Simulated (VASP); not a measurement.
Wanted: the native input for a VASP 6.6.1 run.

```yaml
Task: single point
Functional: PBE
Potentials_or_basis: VASP PAW PBE potentials, release 64 (Ni)
Cutoff: 520 eV
k_mesh: 10 × 10 × 10
Occupations: gaussian, width 0.1 eV
Spin: collinear spin, ferromagnetic start
Starting_moments: "[0.81] μB"
Dipole_correction: no
Further_INCAR_settings: ALGO = Normal; EDIFF = 1e-06; NBANDS = 15
```

The structure of Ni lies in POSCAR:

```
Ni
1.0
    0.0000000000      1.7599725270      1.7599725270
    1.7599725270      0.0000000000      1.7599725270
    1.7599725270      1.7599725270      0.0000000000
Ni
1
Direct
    0.0000000000      0.0000000000      0.0000000000
```

The input as run:

INCAR

```
SYSTEM = Ni
PREC = Accurate
ENCUT = 520
EDIFF = 1E-6
ISMEAR = 0
SIGMA = 0.1
LREAL = .False.
LASPH = .True.
NELM = 150
ALGO = Normal
ISIF = 2
LWAVE = .False.
LCHARG = .True.
ISPIN = 2
MAGMOM = 0.81
LORBIT = 11
LMAXMIX = 4
GGA = PE
LELF = .True.
LVHAR = .True.
NBANDS = 15
```

KPOINTS

```
Automatic mesh
0
Gamma
  10 10 10
  0 0 0
```

Potentials or basis: VASP PAW PBE potentials, release 64 (Ni).

Run with:

```sh
$ cat potpaw_PBE.64/Ni/POTCAR > POTCAR
$ mpirun -np 1 vasp_std > vasp.out
```

Results of the run:

| Property | Result |
| --- | --- |
| Pressure | 0.2 GPa |
| Net moment | 0.72 μB per cell |
| Site moments | Ni +0.73 μB |
| Valence electrons inside the program's atomic spheres | Ni 9.30 |

It took 9.3 s on 1 thread of AMD EPYC 9R45 96-Core Processor (Zen 5) (shared host), peak memory 0.11 GiB.
